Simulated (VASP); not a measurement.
# CdTeSe3 (P4mm) in VASP: notebook, part 2 of 2

VASP 6.6.1. Earlier steps stand in the parts before.

### 4 Relaxation of cell and atoms, PBE

This run uses another cell than the first one, of 36.41 Å³/atom, 1.311 times its volume.

The input, INCAR:

```
SYSTEM = CdTeSe3
PREC = Accurate
ENCUT = 600
EDIFF = 1E-6
ISMEAR = 0
SIGMA = 0.1
LREAL = .FALSE.
LASPH = .TRUE.
NELM = 100
ALGO = Normal
ISIF = 3
LWAVE = .FALSE.
LCHARG = .FALSE.
GGA = PE
IBRION = 2
NSW = 100
EDIFFG = -0.01
```

The input, KPOINTS:

```
Automatic mesh
0
G
  8 8 6
  0 0 0
```

The input, POSCAR:

```
CdTeSe3
1.0
    5.4562180338      0.0000000000      0.0000000000
    0.0000000000      5.4562180338      0.0000000000
    0.0000000000      0.0000000000      6.1158206852
Cd Te Se
1 1 3
Direct
    0.0000000000      0.0000000000      0.3700572011
    0.5000000000      0.5000000000      0.5842822842
    0.0000000000      0.5000000000      0.4201263792
    0.5000000000      0.5000000000      0.9780067763
    0.5000000000      0.0000000000      0.4201263792
```

Potentials or basis: VASP PAW PBE potentials, release 64 (Cd, Te, Se).

Command:

```sh
> cat potpaw_PBE.64/Cd/POTCAR potpaw_PBE.64/Te/POTCAR potpaw_PBE.64/Se/POTCAR > POTCAR
> mpirun -np 1 vasp_std > vasp.out
```

OUTCAR:

```text
SYSTEM = CdTeSe3
   PREC = Accurate
   ENCUT = 600
   EDIFF = 1E-6
   ISMEAR = 0
   LREAL = .FALSE.
   LASPH = .TRUE.
   NELM = 100
   ISIF = 3
   GGA = PE
   IBRION = 2
   NSW = 100
   EDIFFG = -0.01

 ion  position               nearest neighbor table
   1  0.000  0.000  0.370-   3 2.75   5 2.75   3 2.75   5 2.75
   2  0.500  0.500  0.584-   4 2.41   3 2.91   5 2.91   5 2.91   3 2.91
   3  0.000  0.500  0.420-   1 2.75   1 2.75   2 2.91   2 2.91
   4  0.500  0.500  0.978-   2 2.41
   5  0.500  0.000  0.420-   1 2.75   1 2.75   2 2.91   2 2.91

  LATTYP: Found a simple tetragonal cell.
 ALAT       =     5.4562180338
 C/A-ratio  =     1.1208900831

  Lattice vectors:

 A1 = (   5.4562180338,   0.0000000000,   0.0000000000)
 A2 = (   0.0000000000,   5.4562180338,   0.0000000000)
 A3 = (   0.0000000000,   0.0000000000,   6.1158206852)

[... 380 lines left out ...]

 Free energy of the ion-electron system (eV)
  ---------------------------------------------------
  ext. energy  EPLUGINS =         0.00000000
  ---------------------------------------------------
  free energy    TOTEN  =       -14.29748548 eV

  energy without entropy =      -14.29387908  energy(sigma->0) =      -14.29568228

 E-fermi :   1.0380     XC(G=0):  -7.6047

 val. band max:        0.9989687370   @ k =   0.5000   0.3750   0.1667
 cond. band min:       1.0722465973   @ k =   0.5000   0.3750   0.0000
 fundamental gap:      0.0732778603
 Fermi energy:         1.0379795398

 k-point     1 :       0.0000    0.0000    0.0000
  band No.  band energies     occupation
      1     -13.0742      2.00000
      2     -11.2163      2.00000
      3     -11.1935      2.00000
      4      -8.4684      2.00000
      5      -7.4431      2.00000
      6      -7.4431      2.00000
[... 589 lines left out ...]
     21       3.7138      0.00000
     22       4.4780      0.00000

 [... further k-points ...]
[... 5 lines left out ...]
  --------------------------------------------------------------------------------------
  -------------------------------------------------------------------------------------
  Total       -0.0080991     -0.0080991      0.0044663      0.0000000     -0.0000000      0.0000000
  in kB       -0.0703619     -0.0703619      0.0388015      0.0000000     -0.0000000      0.0000000
  external PRESSURE =      -0.0339741 kB  Pullay stress =       0.0000000 kB
[... 20 lines left out ...]
  FREE ENERGIE OF THE ION-ELECTRON SYSTEM (eV)
  ---------------------------------------------------
  free  energy   TOTEN  =       -14.2974854818 eV

  energy  without entropy=      -14.2938790763  energy(sigma->0) =      -14.29568228

 reached required accuracy - stopping structural energy minimisation
```

OSZICAR:

```text
N       E                     dE             d eps       ncg     rms          rms(c)
DAV:   1     0.243697042115E+03    0.24370E+03   -0.16102E+04  2640   0.152E+03
[... 151 lines left out ...]
       N       E                     dE             d eps       ncg     rms          rms(c)
DAV:   1    -0.142987269319E+02   -0.15552E-02   -0.62973E-02  2982   0.171E+00    0.292E-01
DAV:   2    -0.142977485251E+02    0.97841E-03   -0.35230E-03  3168   0.565E-01    0.966E-02
DAV:   3    -0.142975340939E+02    0.21443E-03   -0.42555E-04  3114   0.137E-01    0.635E-02
DAV:   4    -0.142974870333E+02    0.47061E-04   -0.86730E-05  3234   0.548E-02    0.233E-02
DAV:   5    -0.142974846138E+02    0.24195E-05   -0.13372E-05  3202   0.257E-02    0.159E-02
DAV:   6    -0.142974854818E+02   -0.86800E-06   -0.21111E-06  1998   0.104E-02
  18 F= -.14297485E+02 E0= -.14295682E+02  d E =-.113745E-04
```

CONTCAR:

```text
CdTeSe3
   1.00000000000000
     5.4615547517319927    0.0000000000000000    0.0000000000000000
     0.0000000000000000    5.4615547517319927    0.0000000000000000
     0.0000000000000000    0.0000000000000000    6.1826526283770136
  Cd              Te              Se
     1     1     3
Direct
     0.0000000000000000    0.0000000000000000    0.3626191247062627
     0.5000000000000000    0.5000000000000000    0.5791282008671396
     0.0000000000000000    0.5000000000000000    0.4313443447003548
     0.5000000000000000    0.5000000000000000    0.9681630050258898
     0.5000000000000000    0.0000000000000000    0.4313443447003548

  0.00000000E+00  0.00000000E+00  0.00000000E+00
  0.00000000E+00  0.00000000E+00  0.00000000E+00
  0.00000000E+00  0.00000000E+00  0.00000000E+00
  0.00000000E+00  0.00000000E+00  0.00000000E+00
  0.00000000E+00  0.00000000E+00  0.00000000E+00
```

Run time: 36 min. Hardware: 1 thread of Intel Xeon Platinum 8488C (Sapphire Rapids), shared host; peak memory 0.6 GiB.

What came out:

```
Free energy                            : -14.2975 eV
Relaxed volume                         : 36.88 Å³/atom
Relaxed cell                           : a = 5.462 Å, b = 5.462 Å, c = 6.183 Å, α = 90.00°, β = 90.00°, γ = 90.00°
Space group after relaxing (to 0.05 Å) : P4mm (No. 99)
Energy gained by relaxing              : 2.4 meV/atom
Ionic steps                            : 18
Pressure after relaxing                : 0.0 GPa
Largest force after relaxing           : 0.003 eV/Å
Band gap on the k mesh                 : zero (band 18 reaches 1.38 eV, above the bottom of band 19 at 0.61 eV)
```

Forces in eV/Å, atoms in the order of the input:
```
Cd   0.000  0.000 -0.001
Te   0.000  0.000  0.001
Se   0.000  0.000 -0.002
Se   0.000  0.000  0.003
Se   0.000  0.000 -0.002
```

Step by step:
```tsv
step	energy change (eV)	largest force (eV/Å)	pressure (GPa)	volume (Å³)
1	0.0000	0.1318	0.03	182.07
2	-0.0023	0.1006	-0.03	182.24
3	-0.0064	0.1333	-0.20	182.73
4	-0.0035	0.2540	-0.51	183.72
5	-0.0071	0.1667	-0.29	183.04
6	-0.0084	0.1017	-0.19	182.62
7	-0.0092	0.0231	-0.05	182.09
8	-0.0093	0.0248	-0.01	181.91
9	-0.0095	0.0259	0.02	181.80
10	-0.0097	0.0290	0.04	181.69
11	-0.0097	0.0821	0.09	181.48
12	-0.0097	0.0505	0.06	181.61
13	-0.0100	0.0481	0.06	181.73
14	-0.0105	0.0409	0.05	182.11
15	-0.0114	0.0249	0.04	182.86
16	-0.0121	0.0192	0.02	184.35
17	-0.0118	0.0843	-0.09	184.78
18	-0.0121	0.0031	0.00	184.42
```

Final structure:
```
Cd Te Se
1.0
     5.46155    0.00000    0.00000
     0.00000    5.46155    0.00000
     0.00000    0.00000    6.18265
Cd Te Se
1 1 3
Direct
  0.00000 0.00000 0.36262
  0.50000 0.50000 0.57913
  0.00000 0.50000 0.43134
  0.50000 0.50000 0.96816
  0.50000 0.00000 0.43134
```

Levels at points of the mesh, in eV from the Fermi level:
| k point | band 14 | band 15 | band 16 | band 17 | band 18 | band 19 | band 20 | band 21 | band 22 |
| --- | --- | --- | --- | --- | --- | --- | --- | --- | --- |
| (0.00, 0.00, 0.00) | -2.20 | -1.77 | -1.06 | -0.67 | -0.67 | -0.43 | 2.08 | 2.08 | 3.58 |
| (0.50, 0.00, 0.00) | -2.90 | -1.33 | -1.25 | -0.65 | -0.46 | 0.96 | 2.24 | 2.81 | 3.86 |
| (0.50, 0.50, 0.00) | -1.30 | -1.30 | -1.24 | -0.11 | 0.34 | 0.97 | 0.97 | 2.42 | 4.13 |
| (0.00, 0.00, 0.50) | -2.25 | -2.25 | -1.14 | -1.08 | -1.08 | -0.43 | 2.16 | 2.94 | 2.94 |
| (0.50, 0.00, 0.50) | -2.89 | -1.87 | -1.11 | -0.40 | -0.28 | 0.27 | 1.97 | 2.62 | 3.04 |
| (0.50, 0.50, 0.50) | -1.24 | -0.37 | -0.26 | -0.26 | -0.11 | 0.15 | 0.15 | 1.91 | 2.10 |

Caveat: spin-orbit coupling is left out, which moves the levels of the heavy elements.

### 5 Overview

```tsv
task	cell	k mesh	cutoff (eV)	gap on the mesh (eV)	pressure (GPa)	relaxed volume (Å³/atom)	largest force (eV/Å)
relaxation of cell and atoms	relaxed from a = 4.789, b = 4.789, c = 6.054 Å, 5 atoms	4 × 4 × 4	600	none	0.0	31.10	0.03
single point	a = 5.456, b = 5.456, c = 6.190 Å, 5 atoms	8 × 8 × 6	520	none	0.1	-	0.03
relaxation of cell and atoms	relaxed from a = 5.456, b = 5.456, c = 6.116 Å, 5 atoms	8 × 8 × 6	600	none	0.0	36.88	-
```

Alike in all rows: level PBE; potentials or basis VASP PAW PBE potentials, release 64 (Cd, Te, Se); no spin polarisation; smearing gaussian 0.1 eV.

Caveats: spin-orbit coupling is left out, which moves the levels of the heavy elements.

Total energies depend on the potentials used, so only differences within one code and one set of settings carry meaning.
